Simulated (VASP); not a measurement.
# Cu (I4/mmm) in VASP: a series of runs

Cu is run at these levels: PBEsol; tasks: single point.

Everything below comes from runs of VASP 6.6.1. Logs are shortened: lines on timing, memory, paths and dates and some standing lists are left out, and cuts for length are marked.

## 1. The cell of the first run

The structure is tetragonal, space group I4/mmm (No. 139). Conventional cell: a = 2.886 Å, b = 2.886 Å, c = 2.711 Å, α = 90.00°, β = 90.00°, γ = 90.00°. Cu (site symmetry 4/mmm) has 14 Cu at 2.45 to 2.89 Å within 3.2 Å.

## 2. Single point, PBEsol (strain +0.000 along x and y, -0.015 along z)

The input, INCAR:

```
SYSTEM = Cu
PREC     = Accurate       ! precision mode
ENCUT    = 700            ! plane-wave cutoff, eV
EDIFF    = 1E-6           ! SCF threshold, eV
ISMEAR   = 0              ! smearing method
SIGMA    = 0.15           ! smearing width, eV
LREAL    = .FALSE.        ! projectors in reciprocal space
LASPH    = .TRUE.         ! aspherical terms in the spheres
NELM     = 120            ! most SCF steps
ALGO     = Normal         ! electronic algorithm
ISIF     = 2              ! what is computed and relaxed
LWAVE    = .FALSE.        ! write WAVECAR
LCHARG   = .TRUE.         ! write CHGCAR
GGA      = PS             ! functional
LELF     = .TRUE.         ! ELF
LVHAR    = .TRUE.       
NBANDS   = 16             ! bands
GGA_COMPAT= .FALSE.
```

The input, KPOINTS:

```
Automatic mesh
0
G
  24 24 24
  0 0 0
```

The input, POSCAR:

```
Cu
1.0
   -1.4427933200      1.4427933200      1.3554402282
    1.4427933200     -1.4427933200      1.3554402282
    1.4427933200      1.4427933200     -1.3554402282
Cu
1
Direct
    0.0000000000      0.0000000000      0.0000000000
```

Potentials or basis: VASP PAW PBE potentials, release 64 (Cu_sv_GW).

Run with:

```
$ cat potpaw_PBE.64/Cu_sv_GW/POTCAR > POTCAR
$ mpirun -np 1 vasp_std > vasp.out
```

OUTCAR:

```text
SYSTEM = Cu
   PREC = Accurate
   ENCUT = 700
   EDIFF = 1E-6
   ISMEAR = 0
   LREAL = .FALSE.
   LASPH = .TRUE.
   NELM = 120
   ISIF = 2
   GGA = PS

 ion  position               nearest neighbor table
   1  0.000  0.000  0.000-

  LATTYP: Found a body centered tetragonal cell.
 ALAT       =     2.8855866400
 C/A-ratio  =     0.9394555751

  Lattice vectors:

 A1 = (  -1.4427933200,   1.4427933200,   1.3554402282)
 A2 = (   1.4427933200,  -1.4427933200,   1.3554402282)
 A3 = (   1.4427933200,   1.4427933200,  -1.3554402282)

Analysis of symmetry for initial positions (statically):
=====================================================================
 Subroutine PRICEL returns:
 Original cell was already a primitive cell.

 Routine SETGRP: Setting up the symmetry group for a
 body centered tetragonal supercell.

 Subroutine GETGRP returns: Found 16 space group operations
 (whereof 16 operations were pure point group operations)
 out of a pool of 16 trial point group operations.

The static configuration has the point symmetry D_4h.

Analysis of symmetry for dynamics (positions and initial velocities):
=====================================================================
 Subroutine PRICEL returns:
 Original cell was already a primitive cell.

 Routine SETGRP: Setting up the symmetry group for a
 body centered tetragonal supercell.

 Subroutine GETGRP returns: Found 16 space group operations
 (whereof 16 operations were pure point group operations)
 out of a pool of 16 trial point group operations.

The dynamic configuration has the point symmetry D_4h.

 Subroutine INISYM returns: Found 16 space group operations
 (whereof 16 operations are pure point group operations),
 and found     1 'primitive' translations

----------------------------------------------------------------------------------------

                                     Primitive cell

  volume of cell :      11.2862

  direct lattice vectors                    reciprocal lattice vectors
    -1.442793320  1.442793320  1.355440228     0.000000000  0.346549983  0.368883843
     1.442793320 -1.442793320  1.355440228     0.346549983  0.000000000  0.368883843
     1.442793320  1.442793320 -1.355440228     0.346549983  0.346549983  0.000000000

  length of vectors
     2.449596567  2.449596567  2.449596567     0.506134547  0.506134547  0.490095685
[... 69 lines left out ...]
 SYSTEM =  Cu
   PREC   = accura    normal or accurate (medium, high low for compatibility)
   ISTART =      0    job   : 0-new  1-cont  2-samecut
   ICHARG =      2    charge: 1-file 2-atom 10-const
   ISPIN  =      1    spin polarized calculation?
   LNONCOLLINEAR =      F non collinear calculations
   LSORBIT =      F    spin-orbit coupling
   LASPH  =      T    aspherical Exc in radial PAW
   ENCUT  =  700.0 eV  51.45 Ry    7.17 a.u.   5.28  5.28  5.28*2*pi/ulx,y,z
   NELM   =    120;   NELMIN=  2; NELMDL= -5     # of ELM steps
   EDIFF  = 0.1E-05   stopping-criterion for ELM
   LREAL  =      F    real-space projection
   EDIFFG = 0.1E-04   stopping-criterion for IOM
   NSW    =      0    number of steps for IOM
   IBRION =     -1    ionic relax: 0-MD 1-quasi-New 2-CG
   NFREE  =      0    steps in history (QN), initial steepest desc. (CG)
   ISIF   =      2    stress and relaxation
   ISYM   =      2    0-nonsym 1-usesym 2-fastsym
   POTIM  = 0.5000    time-step for ionic-motion
   TEBEG  =    0.0;   TEEND  =   0.0 temperature during run
   PSTRESS=    0.0 pullay stress
   NELECT =      19.0000    total number of electrons
   NUPDOWN=      -1.0000    fix difference up-down
   EMIN   =  10.00;   EMAX   =-10.00  energy-range for DOS
   EFERMI =   0.00;   METHOD = LEGACY
   ISMEAR =     0;   SIGMA  =   0.15  broadening in eV -4-tet -1-fermi 0-gaus
   EFERMI_NEDOS =   21; number of points for ismear=-14 and -15
   IALGO  =     38    algorithm
   IMIX   =      4    mixing-type and parameters
     AMIX     =   0.40;   BMIX     =  1.00
     AMIX_MAG =   1.60;   BMIX_MAG =  1.00
  volume/ion in A,a.u.               =      11.29        76.16
  Fermi-wavevector in a.u.,A,eV,Ry     =   1.947496  3.680233 51.603351  3.792739
  Thomas-Fermi vector in A             =   2.975721
   LORBIT       =      0    0 simple, 1 ext, 2 COOP (PROOUT), +10 PAW based schemes
   GGA     = PS    functional components
   LHFCALC =     F    Hartree Fock is set to
   AEXX    =    0.0000 exact exchange contribution
   IVDW    =     0    specifies the selected vdW correction
   LEPSILON=     F    determine dielectric tensor
   LRPA    =     F    only Hartree local field effects (RPA)
 non-spin polarized calculation
 Gauss-broadening in eV      SIGMA  =   0.15
  energy-cutoff  :      700.00
  volume of cell :       11.29
 maximum number of plane-waves:       489
 NGX is ok and might be reduce to    24
   NGX = 11   NGY = 11   NGZ = 11

 number of electron      18.9999998 magnetization

 Free energy of the ion-electron system (eV)
  ---------------------------------------------------
  ext. energy  EPLUGINS =         0.00000000
  ---------------------------------------------------
  free energy    TOTEN  =        -4.34943953 eV

  energy without entropy =       -4.34519705  energy(sigma->0) =       -4.34731829

 E-fermi :   7.9792     XC(G=0): -13.8468

 val. band max:        7.9618190234   @ k =  -0.0833  -0.4583   0.0833
 cond. band min:       7.9808954641   @ k =   0.5000   0.2500   0.1250
 fundamental gap:      0.0190764408
 Fermi energy:         7.9791573473

 k-point     1 :       0.0000    0.0000    0.0000
  band No.  band energies     occupation
      1    -104.3897      2.00000
      2     -61.8528      2.00000
      3     -61.8478      2.00000
      4     -61.8478      2.00000
      5      -1.8193      2.00000
      6       4.5746      2.00000
[... 433 lines left out ...]
      3     -61.8969      2.00000
      4     -61.8534      2.00000
      5       2.6940      2.00000
      6       3.8769      2.00000
[... 8 lines left out ...]
     15      32.8920      0.00000
     16      41.7270      0.00000

 [... further k-points ...]
[... 5 lines left out ...]
  --------------------------------------------------------------------------------------
  -------------------------------------------------------------------------------------
  Total       -0.2099732     -0.2099732     -0.1998125      0.0000000      0.0000000      0.0000000
  in kB      -29.8075260    -29.8075260    -28.3651161      0.0000000      0.0000000      0.0000000
  external PRESSURE =     -29.3267227 kB  Pullay stress =       0.0000000 kB

 VOLUME and BASIS-vectors are now :
 -----------------------------------------------------------------------------
  energy-cutoff  :      700.00
  volume of cell :       11.29
      direct lattice vectors                 reciprocal lattice vectors
    -1.442793320  1.442793320  1.355440228     0.000000000  0.346549983  0.368883843
     1.442793320 -1.442793320  1.355440228     0.346549983  0.000000000  0.368883843
     1.442793320  1.442793320 -1.355440228     0.346549983  0.346549983  0.000000000

 POSITION                                       TOTAL-FORCE (eV/Angst)
 -----------------------------------------------------------------------------------
      0.00000      0.00000      0.00000         0.000000      0.000000      0.000000
 -----------------------------------------------------------------------------------
    total drift:                               -0.000000      0.000000      0.000000

  FREE ENERGIE OF THE ION-ELECTRON SYSTEM (eV)
  ---------------------------------------------------
  free  energy   TOTEN  =        -4.3494395262 eV

  energy  without entropy=       -4.3451970505  energy(sigma->0) =       -4.34731829
```

OSZICAR:

```text
N       E                     dE             d eps       ncg     rms          rms(c)
DAV:   1     0.224086457788E+03    0.22409E+03   -0.13861E+04 45968   0.444E+03
DAV:   2     0.301654338260E+01   -0.22107E+03   -0.21086E+03 51624   0.963E+02
DAV:   3    -0.528959877068E+01   -0.83061E+01   -0.82914E+01 46320   0.172E+02
DAV:   4    -0.539002110802E+01   -0.10042E+00   -0.10041E+00 46472   0.134E+01
DAV:   5    -0.539582695602E+01   -0.58058E-02   -0.58058E-02 49024   0.366E+00    0.899E+00
DAV:   6    -0.500742215337E+01    0.38840E+00   -0.68890E+00 40312   0.210E+02    0.587E+00
DAV:   7    -0.436989921006E+01    0.63752E+00   -0.22095E+00 36496   0.113E+02    0.179E+00
DAV:   8    -0.434952692657E+01    0.20372E-01   -0.30236E-02 56376   0.433E+00    0.254E-01
DAV:   9    -0.434948578224E+01    0.41144E-04   -0.12123E-03 54272   0.225E+00    0.875E-02
DAV:  10    -0.434943942964E+01    0.46353E-04   -0.96107E-05 54936   0.701E-01    0.417E-03
DAV:  11    -0.434943952621E+01   -0.96567E-07   -0.38212E-07 27296   0.271E-02
   1 F= -.43494395E+01 E0= -.43473183E+01  d E =-.424248E-02
```

stdout:

```text
POSCAR found type information on POSCAR Cu
 POSCAR found :  1 types and       1 ions
 scaLAPACK will be used
 -----------------------------------------------------------------------------
|                                                                             |
|                                                                             |
|     You enforced a specific xc type in the INCAR file but a different       |
|     I HOPE YOU KNOW WHAT YOU ARE DOING!                                     |
|                                                                             |
 -----------------------------------------------------------------------------

 LDA part: xc-table for (Slater+PW92), standard interpolation
 POSCAR, INCAR and KPOINTS ok, starting setup
 FFT: planning ... GRIDC
 FFT: planning ... GRID_SOFT
 FFT: planning ... GRID
 WAVECAR not read
 entering main loop
```

Wall time 98 s (1 thread of Intel Xeon 6975P-C (Granite Rapids), shared host); peak memory 0.46 GiB.

Results:

```yaml
Free_energy: -4.3494 eV
Pressure: -2.9 GPa
```

Caveat: the cell differs from its parent crystal (strain +0.000 along x and y, -0.015 along z); the PAW data sets were made with another functional, which shifts forces and pressure a little.

## 3. Single point, PBEsol (strain -0.015 along x and y, +0.015 along z)

The input, INCAR:

```
SYSTEM = Cu
PREC = Accurate ; ENCUT = 700
EDIFF = 1E-6 ; ISMEAR = 0
SIGMA = 0.15 ; LREAL = .False.
LASPH = .True. ; NELM = 120
ALGO = Normal ; ISIF = 2
LWAVE = .False. ; LCHARG = .False.
GGA = PS ; NBANDS = 16
GGA_COMPAT = .False.
```

The input, KPOINTS:

```
Automatic mesh
0
Gamma
  24 24 24
  0 0 0
```

The input, POSCAR:

```
Cu
1.0
   -1.4211514202      1.4211514202      1.3967226717
    1.4211514202     -1.4211514202      1.3967226717
    1.4211514202      1.4211514202     -1.3967226717
Cu
1
Direct
    0.0000000000      0.0000000000      0.0000000000
```

Potentials or basis: VASP PAW PBE potentials, release 64 (Cu_sv_GW).

Run with:

```
$ cat potpaw_PBE.64/Cu_sv_GW/POTCAR > POTCAR
$ mpirun -np 1 vasp_std > vasp.out
```

OUTCAR:

```text
SYSTEM = Cu
   PREC = Accurate
   ENCUT = 700
   EDIFF = 1E-6
   ISMEAR = 0
   LREAL = .False.
   LASPH = .True.
   NELM = 120
   ISIF = 2
   GGA = PS

 ion  position               nearest neighbor table
   1  0.000  0.000  0.000-

  LATTYP: Found a body centered tetragonal cell.
 ALAT       =     2.8423028404
 C/A-ratio  =     0.9828105942

  Lattice vectors:

 A1 = (  -1.4211514202,   1.4211514202,   1.3967226717)
 A2 = (   1.4211514202,  -1.4211514202,   1.3967226717)
 A3 = (   1.4211514202,   1.4211514202,  -1.3967226717)
[... 186 lines left out ...]
      4     -61.8454      2.00000
      5      -1.8180      2.00000
      6       4.6980      2.00000
[... 433 lines left out ...]
      3     -61.8954      2.00000
      4     -61.8485      2.00000
      5       2.6811      2.00000
      6       3.9482      2.00000
[... 8 lines left out ...]
     15      33.2583      0.00000
     16      42.1073      0.00000

 [... further k-points ...]
[... 5 lines left out ...]
  --------------------------------------------------------------------------------------
  -------------------------------------------------------------------------------------
  Total       -0.2127058     -0.2127058     -0.2149413      0.0000000      0.0000000      0.0000000
  in kB      -30.2022271    -30.2022271    -30.5196560      0.0000000      0.0000000      0.0000000
  external PRESSURE =     -30.3080367 kB  Pullay stress =       0.0000000 kB

 VOLUME and BASIS-vectors are now :
 -----------------------------------------------------------------------------
  energy-cutoff  :      700.00
  volume of cell :       11.28
      direct lattice vectors                 reciprocal lattice vectors
    -1.421151420  1.421151420  1.396722672     0.000000000  0.351827394  0.357980872
     1.421151420 -1.421151420  1.396722672     0.351827394  0.000000000  0.357980872
     1.421151420  1.421151420 -1.396722672     0.351827394  0.351827394  0.000000000

 POSITION                                       TOTAL-FORCE (eV/Angst)
 -----------------------------------------------------------------------------------
      0.00000      0.00000      0.00000        -0.000000     -0.000000      0.000000
 -----------------------------------------------------------------------------------
    total drift:                                0.000000      0.000000     -0.000000

  FREE ENERGIE OF THE ION-ELECTRON SYSTEM (eV)
  ---------------------------------------------------
  free  energy   TOTEN  =        -4.3493007885 eV

  energy  without entropy=       -4.3450288422  energy(sigma->0) =       -4.34716482
```

stdout:

```text
POSCAR found type information on POSCAR Cu
 POSCAR found :  1 types and       1 ions
 scaLAPACK will be used
 -----------------------------------------------------------------------------
|                                                                             |
|                                                                             |
|     You enforced a specific xc type in the INCAR file but a different       |
|     I HOPE YOU KNOW WHAT YOU ARE DOING!                                     |
|                                                                             |
 -----------------------------------------------------------------------------

 LDA part: xc-table for (Slater+PW92), standard interpolation
 POSCAR, INCAR and KPOINTS ok, starting setup
 FFT: planning ... GRIDC
 FFT: planning ... GRID_SOFT
 FFT: planning ... GRID
 WAVECAR not read
 entering main loop
```

Run time: 86 s. Hardware: 1 thread of Intel Xeon 6975P-C (Granite Rapids), shared host; peak memory 0.45 GiB.

What came out:

| Property | Result |
| --- | --- |
| Free energy | -4.3493 eV |
| Pressure | -3.0 GPa |

Levels at points of the mesh, in eV from the Fermi level:
```csv
k point,band 6,band 7,band 8,band 9,band 10,band 11,band 12,band 13,band 14,band 15
"(0.00, 0.00, 0.00)",-3.28,-3.21,-3.21,-2.17,-2.09,25.34,25.34,25.76,29.29,29.30
"(0.50, 0.00, 0.00)",-4.04,-2.16,-1.99,-1.33,-0.75,4.63,17.66,17.84,21.72,24.84
"(0.50, 0.50, 0.00)",-3.95,-2.23,-2.03,-1.34,-0.89,4.44,18.12,18.37,22.14,25.24
"(0.50, 0.50, 0.50)",-4.89,-1.53,-1.53,-1.51,8.08,8.08,8.75,13.77,14.08,16.66
```

Caveat: the cell differs from its parent crystal (strain -0.015 along x and y, +0.015 along z); the PAW data sets were made with another functional, which shifts forces and pressure a little.
